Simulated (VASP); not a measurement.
# Be (P6_3/mmc) in VASP: notebook

Runs on Be. Level: r2SCAN. Tasks: relaxation of cell and atoms.

All numbers are computed with VASP 6.6.1; they aren't measurements. Logs are shortened: lines on timing, memory, paths and dates and some standing lists are left out, and cuts for length are marked.

## Step 1: The cell of the first run

The structure is hexagonal, space group P6_3/mmc (No. 194). Conventional cell: a = 2.165 Å, b = 2.165 Å, c = 3.401 Å, α = 90.00°, β = 90.00°, γ = 120.00°. Be (site symmetry -6m2) has 12 Be at 2.11 to 2.17 Å within 2.8 Å.

## Step 2: Relaxation of cell and atoms, r2SCAN, target pressure 21.2 GPa, at which the enthalpy is minimised

POSCAR reads:

```
Be
1.0
    2.1652905581      0.0000000000      0.0000000000
   -1.0826452790      1.8751966299      0.0000000000
    0.0000000000      0.0000000000      3.4007871004
Be
2
Direct
    0.3333333333      0.6666666667      0.2500000000
    0.6666666667      0.3333333333      0.7500000000
```

INCAR.step1 reads:

```
SYSTEM = Be
PREC = Accurate ; ENCUT = 600
ISMEAR = 0 ; SIGMA = 0.1
LREAL = .FALSE. ; LASPH = .TRUE.
NELM = 100 ; GGA = PE
ALGO = Normal ; EDIFF = 1E-4
LWAVE = .TRUE. ; LCHARG = .FALSE.
```

INCAR.step2 reads:

```
SYSTEM = Be
PREC = Accurate ; ENCUT = 600
EDIFF = 1E-7 ; ISMEAR = 0
SIGMA = 0.1 ; LREAL = .FALSE.
LASPH = .TRUE. ; NELM = 100
ALGO = Normal ; ISIF = 3
LWAVE = .FALSE. ; LCHARG = .FALSE.
METAGGA = R2SCAN ; LMIXTAU = .TRUE.
IBRION = 2 ; NSW = 80
EDIFFG = -0.05 ; PSTRESS = 212.0
ISTART = 1
```

KPOINTS reads:

```
regular mesh
0
G
  12 12 6
  0 0 0
```

Potentials or basis: VASP PAW PBE potentials, release 64 (Be).

Command:

```
> cat potpaw_PBE.64/Be/POTCAR > POTCAR
> cp INCAR.step1 INCAR
> mpirun -np 1 vasp_std > vasp.out
> cp INCAR.step2 INCAR
> mpirun -np 1 vasp_std > vasp.out
```

OUTCAR:

```text
SYSTEM = Be
   PREC = Accurate
   ENCUT = 600
   EDIFF = 1E-7
   ISMEAR = 0
   LREAL = .FALSE.
   LASPH = .TRUE.
   NELM = 100
   ISIF = 3
   METAGGA = R2SCAN
   IBRION = 2
   NSW = 80
   EDIFFG = -0.05
   PSTRESS = 212.0
   ISTART = 1

 ion  position               nearest neighbor table
   1  0.333  0.667  0.250-   2 2.11   2 2.11   2 2.11   2 2.11   2 2.11   2 2.11
   2  0.667  0.333  0.750-   1 2.11   1 2.11   1 2.11   1 2.11   1 2.11   1 2.11

  LATTYP: Found a hexagonal cell.
 ALAT       =     2.1652905581
 C/A-ratio  =     1.5705915715

  Lattice vectors:

 A1 = (   2.1652905581,   0.0000000000,   0.0000000000)
 A2 = (  -1.0826452790,   1.8751966299,   0.0000000000)
 A3 = (   0.0000000000,   0.0000000000,   3.4007871004)

Analysis of symmetry for initial positions (statically):
=====================================================================
 Subroutine PRICEL returns:
 Original cell was already a primitive cell.

 Routine SETGRP: Setting up the symmetry group for a
 hexagonal supercell.

 Subroutine GETGRP returns: Found 24 space group operations
 (whereof 12 operations were pure point group operations)
 out of a pool of 24 trial point group operations.

The static configuration has the point symmetry D_3d.
 The point group associated with its full space group is D_6h.

Analysis of symmetry for dynamics (positions and initial velocities):
=====================================================================
 Subroutine PRICEL returns:
 Original cell was already a primitive cell.

 Routine SETGRP: Setting up the symmetry group for a
 hexagonal supercell.

 Subroutine GETGRP returns: Found 24 space group operations
 (whereof 12 operations were pure point group operations)
 out of a pool of 24 trial point group operations.

The dynamic configuration has the point symmetry D_3d.
 The point group associated with its full space group is D_6h.

 Subroutine INISYM returns: Found 24 space group operations
 (whereof 12 operations are pure point group operations),
 and found     1 'primitive' translations

----------------------------------------------------------------------------------------

                                     Primitive cell

  volume of cell :      13.8084

  direct lattice vectors                    reciprocal lattice vectors
     2.165290558  0.000000000  0.000000000     0.461831783  0.266638704  0.000000000
    -1.082645279  1.875196630  0.000000000     0.000000000  0.533277409  0.000000000
     0.000000000  0.000000000  3.400787100     0.000000000  0.000000000  0.294049575

  length of vectors
     2.165290558  2.165290558  3.400787100     0.533277409  0.533277409  0.294049575

  position of ions in fractional coordinates (direct lattice)
     0.333333333  0.666666667  0.250000000
     0.666666667  0.333333333  0.750000000

  ion indices of the primitive-cell ions
   primitive index   ion index
                 1           1
                 2           2

----------------------------------------------------------------------------------------

 KPOINTS: regular mesh

Automatic generation of k-mesh.
 Grid dimensions read from file:
 generate k-points for:   12   12    6

 Generating k-lattice:

  Cartesian coordinates                     Fractional coordinates (reciprocal lattice)
     0.038485982  0.022219892  0.000000000     0.083333333 -0.000000000  0.000000000
     0.000000000  0.044439784  0.000000000     0.000000000  0.083333333  0.000000000
     0.000000000  0.000000000  0.049008262     0.000000000  0.000000000  0.166666667

  Length of vectors
     0.044439784  0.044439784  0.049008262

[... 58 lines left out ...]
   NFREE  =      1    steps in history (QN), initial steepest desc. (CG)
   ISIF   =      3    stress and relaxation
   ISYM   =      2    0-nonsym 1-usesym 2-fastsym
   POTIM  = 0.5000    time-step for ionic-motion
   TEBEG  =    0.0;   TEEND  =   0.0 temperature during run
   PSTRESS=  212.0 pullay stress
   NELECT =       4.0000    total number of electrons
   NUPDOWN=      -1.0000    fix difference up-down
   EMIN   =  10.00;   EMAX   =-10.00  energy-range for DOS
   EFERMI =   0.00;   METHOD = LEGACY
   ISMEAR =     0;   SIGMA  =   0.10  broadening in eV -4-tet -1-fermi 0-gaus
   EFERMI_NEDOS =   21; number of points for ismear=-14 and -15
   IALGO  =     38    algorithm
   IMIX   =      4    mixing-type and parameters
     AMIX     =   0.40;   BMIX     =  1.00
     AMIX_MAG =   1.60;   BMIX_MAG =  1.00
  volume/ion in A,a.u.               =       6.90        46.59
  Fermi-wavevector in a.u.,A,eV,Ry     =   1.083213  2.046976 15.964413  1.173351
  Thomas-Fermi vector in A             =   2.219274
   LORBIT       =      0    0 simple, 1 ext, 2 COOP (PROOUT), +10 PAW based schemes
   METAGGA = R2SCAN    functional components
   LHFCALC =     F    Hartree Fock is set to
   AEXX    =    0.0000 exact exchange contribution
   IVDW    =     0    specifies the selected vdW correction
   LEPSILON=     F    determine dielectric tensor
   LRPA    =     F    only Hartree local field effects (RPA)
 conjugate gradient relaxation of ions
 non-spin polarized calculation
 Gauss-broadening in eV      SIGMA  =   0.10
  energy-cutoff  :      600.00
  volume of cell :       13.81
 maximum number of plane-waves:       494
 NGX is ok and might be reduce to    18
   NGX =  9   NGY =  9   NGZ = 13

--------------------------------------- Ionic step        1  -------------------------------------------

 number of electron       4.0000000 magnetization

 Free energy of the ion-electron system (eV)
  ---------------------------------------------------
  ext. energy  EPLUGINS =         0.00000000
  ---------------------------------------------------
  free energy    TOTEN  =        -8.56265794 eV

  energy without entropy =       -8.56184092  energy(sigma->0) =       -8.56224943

------------------------ aborting loop because EDIFF is reached ----------------------------------------

  FORCE on cell =-STRESS in cart. coord.  units (eV):
  Direction    XX          YY          ZZ          XY          YZ          ZX
  --------------------------------------------------------------------------------------
  -------------------------------------------------------------------------------------
  Total        1.7198504      1.7198504      2.0967819      0.0000000     -0.0000000     -0.0000000
  in kB      199.5532519    199.5532519    243.2884004      0.0000000     -0.0000000     -0.0000000
  external PRESSURE =       2.1316347 kB  Pullay stress =     212.0000000 kB

 VOLUME and BASIS-vectors are now :
 -----------------------------------------------------------------------------
  energy-cutoff  :      600.00
  volume of cell :       13.81
      direct lattice vectors                 reciprocal lattice vectors
     2.165290558  0.000000000  0.000000000     0.461831783  0.266638704  0.000000000
    -1.082645279  1.875196630  0.000000000     0.000000000  0.533277409  0.000000000
     0.000000000  0.000000000  3.400787100     0.000000000  0.000000000  0.294049575

 POSITION                                       TOTAL-FORCE (eV/Angst)
 -----------------------------------------------------------------------------------
     -0.00000      1.25013      0.85020         0.000000     -0.000000      0.000000
      1.08265      0.62507      2.55059        -0.000000      0.000000      0.000000
 -----------------------------------------------------------------------------------
    total drift:                                0.000000     -0.000000      0.000000

  FREE ENERGIE OF THE ION-ELECTRON SYSTEM (eV)
  ---------------------------------------------------
  free  energy   TOTEN  =        -8.5626579419 eV

  energy  without entropy=       -8.5618409189  energy(sigma->0) =       -8.56224943

  enthalpy is  TOTEN    =        -6.7355352174 eV   P V=        1.8271227246

--------------------------------------- Ionic step        2  -------------------------------------------

 number of electron       4.0000000 magnetization

 Free energy of the ion-electron system (eV)
  ---------------------------------------------------
  ext. energy  EPLUGINS =         0.00000000
  ---------------------------------------------------
  free energy    TOTEN  =        -8.56604630 eV

  energy without entropy =       -8.56521831  energy(sigma->0) =       -8.56563231

 E-fermi :   8.6511     XC(G=0): -11.7390

 val. band max:        8.5283542608   @ k =   0.3333   0.3333   0.5000
 cond. band min:       8.6811972453   @ k =   0.2500   0.1667   0.0000
 fundamental gap:      0.1528429845
 Fermi energy:         8.6511407271

 k-point     1 :       0.0000    0.0000    0.0000
  band No.  band energies     occupation
      1      -4.7466      2.00000
      2       2.9300      2.00000
      3       9.7120      0.00000
      4      27.5970      0.00000
      5      27.5970      0.00000
      6      30.8680      0.00000
[... 199 lines left out ...]
 k-point    24 :       0.3333    0.0000    0.1667
  band No.  band energies     occupation
      1      -0.8557      2.00000
      2       5.5146      2.00000
      3      11.0230      0.00000
      4      16.5531      0.00000
      5      20.5816      0.00000
      6      21.1168      0.00000

 [... further k-points ...]

------------------------ aborting loop because EDIFF is reached ----------------------------------------

  FORCE on cell =-STRESS in cart. coord.  units (eV):
  Direction    XX          YY          ZZ          XY          YZ          ZX
  --------------------------------------------------------------------------------------
  -------------------------------------------------------------------------------------
  Total        1.8308079      1.8308079      1.7862592      0.0000000      0.0000000      0.0000000
  in kB      212.1512632    212.1512632    206.9890286      0.0000000      0.0000000      0.0000000
  external PRESSURE =      -1.5694817 kB  Pullay stress =     212.0000000 kB

 VOLUME and BASIS-vectors are now :
 -----------------------------------------------------------------------------
  energy-cutoff  :      600.00
  volume of cell :       13.83
      direct lattice vectors                 reciprocal lattice vectors
     2.159687758  0.000000000 -0.000000000     0.463029897  0.267330436  0.000000000
    -1.079843879  1.870344463  0.000000000    -0.000000000  0.534660871  0.000000000
    -0.000000000 -0.000000000  3.422907647     0.000000000 -0.000000000  0.292149279

 POSITION                                       TOTAL-FORCE (eV/Angst)
 -----------------------------------------------------------------------------------
     -0.00000      1.24690      0.85573        -0.000000      0.000000      0.000000
      1.07984      0.62345      2.56718         0.000000     -0.000000      0.000000
 -----------------------------------------------------------------------------------
    total drift:                                0.000000     -0.000000      0.000000

  FREE ENERGIE OF THE ION-ELECTRON SYSTEM (eV)
  ---------------------------------------------------
  free  energy   TOTEN  =        -8.5660462994 eV

  energy  without entropy=       -8.5652183134  energy(sigma->0) =       -8.56563231

  enthalpy is  TOTEN    =        -6.7365437251 eV   P V=        1.8295025743

 reached required accuracy - stopping structural energy minimisation
```

It took 27 s on 1 thread of Intel Xeon 6975P-C (Granite Rapids), shared host; peak memory 0.13 GiB.

What came out:

```
Free energy                                                : -8.5660 eV
Relaxed volume                                             : 6.91 Å³/atom
Relaxed cell                                               : a = 2.160 Å, b = 2.160 Å, c = 3.423 Å, α = 90.00°, β = 90.00°, γ = 120.00°
Space group after relaxing (to 0.1 Å)                      : P6_3/mmc (No. 194)
Energy change on relaxing (the run minimises the enthalpy) : -1.7 meV/atom
Ionic steps                                                : 2
Pressure after relaxing                                    : 21.0 GPa
Band gap on the k mesh                                     : zero (bands 2 and 3 overlap by 2.16 eV)
```

The path:
```
step  energy change (eV)  largest force (eV/Å)  pressure (GPa)  volume (Å³)
   1              0.0000                0.0000           21.41        13.81
   2             -0.0034                0.0000           21.04        13.83
```

Final structure:
```xyz
2
Lattice="2.1597 0.0000 0.0000 -1.0798 1.8703 0.0000 0.0000 0.0000 3.4229" Properties=species:S:1:pos:R:3 pbc="T T T"
Be    0.0000    1.2469    0.8557
Be    1.0798    0.6234    2.5672
```

Caveat: the cell is relaxed towards a set pressure, so the run minimises the enthalpy, not the energy; the PAW data sets were made with another functional, which shifts forces and pressure a little.

## Step 3: Relaxation of cell and atoms, r2SCAN, target pressure 21.2 GPa, at which the enthalpy is minimised

POSCAR reads:

```
Be
1.0
    2.1595871634      0.0000000000      0.0000000000
   -1.0797935817      1.8702573452      0.0000000000
    0.0000000000      0.0000000000      3.4165140578
Be
2
Direct
    0.3333333333      0.6666666667      0.2500000000
    0.6666666667      0.3333333333      0.7500000000
```

INCAR.step1 reads:

```
ALGO = Normal ; EDIFF = 1E-4
ENCUT = 600 ; GGA = PE
ISMEAR = -1 ; LASPH = T
LCHARG = F ; LREAL = F
LWAVE = T ; NELM = 80
PREC = Accurate ; SIGMA = 0.1
```

INCAR.step2 reads:

```
ALGO = Normal ; EDIFF = 1E-6
EDIFFG = -0.002 ; ENCUT = 600
IBRION = 2 ; ISIF = 3
ISMEAR = -1 ; ISTART = 1
LASPH = T ; LCHARG = F
LMIXTAU = T ; LREAL = F
LWAVE = F ; METAGGA = R2SCAN
NELM = 80 ; NSW = 80
PREC = Accurate ; PSTRESS = 212.0
SIGMA = 0.1
```

KPOINTS reads:

```
k-points
0
Gamma
  21 21 12
```

Potentials or basis: VASP PAW PBE potentials, release 64 (Be).

Command:

```
> cat potpaw_PBE.64/Be/POTCAR > POTCAR
> cp INCAR.step1 INCAR
> mpirun -np 1 vasp_std > vasp.out
> cp INCAR.step2 INCAR
> mpirun -np 1 vasp_std > vasp.out
```

Wall time 2.1 min (1 thread of Intel Xeon 6975P-C (Granite Rapids), shared host); peak memory 0.14 GiB.

It converged, with:

* Free energy: -8.5593 eV
* Relaxed volume: 6.91 Å³/atom
* Relaxed cell: a = 2.159 Å, b = 2.159 Å, c = 3.424 Å, α = 90.00°, β = 90.00°, γ = 120.00°
* Space group after relaxing (to 0.1 Å): P6_3/mmc (No. 194)
* Energy change on relaxing (the run minimises the enthalpy): -1.4 meV/atom
* Ionic steps: 5
* Pressure after relaxing: 21.2 GPa
* Band gap on the k mesh: zero (bands 2 and 3 overlap by 2.36 eV)

The path:
| step | energy change (eV) | largest force (eV/Å) | pressure (GPa) | volume (Å³) |
| --- | --- | --- | --- | --- |
| 1 | 0.0000 | 0.0000 | 21.51 | 13.80 |
| 2 | -0.0037 | 0.0000 | 21.07 | 13.83 |
| 3 | -0.0033 | 0.0000 | 21.16 | 13.82 |
| 4 | -0.0033 | 0.0000 | 21.15 | 13.82 |
| 5 | -0.0028 | 0.0000 | 21.20 | 13.82 |

Final structure:
```xyz
2
Lattice="2.1587 0.0000 0.0000 -1.0794 1.8695 0.0000 0.0000 0.0000 3.4243" Properties=species:S:1:pos:R:3 pbc="T T T"
Be    0.0000    1.2463    0.8561
Be    1.0794    0.6232    2.5682
```

Levels at points of the mesh, in eV from the Fermi level:
| k point | band 1 | band 2 | band 3 | band 4 | band 5 | band 6 |
| --- | --- | --- | --- | --- | --- | --- |
| (0.00, 0.00, 0.00) | -13.08 | -5.42 | 1.37 | 19.29 | 19.29 | 22.56 |
| (0.00, 0.00, 0.50) | -10.66 | -10.66 | 12.31 | 12.31 | 21.27 | 21.27 |

Caveat: the cell is relaxed towards a set pressure, so the run minimises the enthalpy, not the energy; the PAW data sets were made with another functional, which shifts forces and pressure a little.
